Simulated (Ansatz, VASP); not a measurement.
# InAs in VASP and in Ansatz

The input INCAR:

```
ALGO = Normal
EDIFF = 1E-7
ENCUT = 520
GGA = PE
ISIF = 2
ISMEAR = 1
LASPH = T
LCHARG = F
LREAL = F
LWAVE = F
NBANDS = 16
NELM = 80
PREC = Accurate
SIGMA = 0.05
```

Contents of KPOINTS:

```
k-points
0
Gamma
  6 6 6
```

The input POSCAR:

```
InAs
1.0
    0.0000000000      3.0545904655      3.0545904655
    3.0545904655      0.0000000000      3.0545904655
    3.0545904655      3.0545904655      0.0000000000
In As
1 1
Direct
    0.0000000000      0.0000000000      0.0000000000
    0.2500000000      0.2500000000      0.2500000000
```

Input for Ansatz:

```yaml
crystal:
  lattice:
    - [0.0, 3.0545904655, 3.0545904655]
    - [3.0545904655, 0.0, 3.0545904655]
    - [3.0545904655, 3.0545904655, 0.0]
  atoms:
    - { symbol: In, position: [0.0, 0.0, 0.0] }
    - { symbol: As, position: [0.25, 0.25, 0.25] }
kpoints:
  mp_grid: { grid: [6, 6, 6] }
hamiltonian:
  xc: pbe
scf:
  occupations: { method: methfessel_paxton, width: 0.05 }
  n_extra_bands: 4
output:
  forces: true
  stress: true
  eigenvalues: true
```

Alike in both runs: task single point; functional PBE; k mesh 6 × 6 × 6; occupations methfessel-paxton of order 1, width 0.05 eV; no spin polarisation.

|  | VASP | Ansatz |
| --- | --- | --- |
| version | VASP 6.6.1 | Ansatz 0.2.0 |
| potentials or method | VASP PAW PBE potentials, release 64 (In_d, As) | plane waves |
| plane-wave cutoff (eV) | 520 | 420 |
| valence electrons in the cell | 18 | 28 |

```tsv
	VASP	Ansatz	Ansatz less VASP
pressure (GPa)	2.1	2.1	-0.06
```

VASP's potentials hold 18 valence electrons a cell and Ansatz's 28, so a difference there can come from the potentials and not from the codes.
